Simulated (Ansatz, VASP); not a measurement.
La2P6Ru: VASP beside Ansatz

```
La P Ru
1.0
     0.00000    4.36812    4.36812
     4.36812    0.00000    4.36812
     4.36812    4.36812    0.00000
La P Ru
2 6 1
Direct
  0.25000 0.25000 0.25000
  0.75000 0.75000 0.75000
  0.27654 0.72346 0.72346
  0.72346 0.27654 0.72346
  0.72346 0.27654 0.27654
  0.27654 0.72346 0.27654
  0.72346 0.72346 0.27654
  0.27654 0.27654 0.72346
  0.00000 0.00000 0.00000
```

Change from the starting cell: species swapped into the Rb2WCl6 type (Fm-3m, No. 225).

Alike in both runs: task relaxation of cell and atoms; functional PBE; k mesh 8 × 8 × 8; occupations gaussian, width 0.1 eV; no spin polarisation.

```csv
,VASP,Ansatz
version,VASP 6.6.1,Ansatz 0.2.0
potentials or method,"VASP PAW PBE potentials, release 64 (La, P, Ru_pv), cutoff 600 eV","scalar-relativistic, plane waves, PAW"
valence electrons in the cell,66,68
```

```csv
,VASP,Ansatz,Ansatz less VASP
"gap on the k mesh at the Fermi level, each at its own relaxed structure (eV)",none,none,-
relaxed volume (Å³/atom),18.47,18.50,+0.029
relaxed cell length with the largest relative difference (Å),6.172,6.175,+0.0032
```

A gap of «none» marks a metal or a gap that the smearing closes. VASP's potentials hold 66 valence electrons a cell and Ansatz's 68, so a difference there can come from the potentials and not from the codes.

Neither program's run includes spin-orbit coupling.
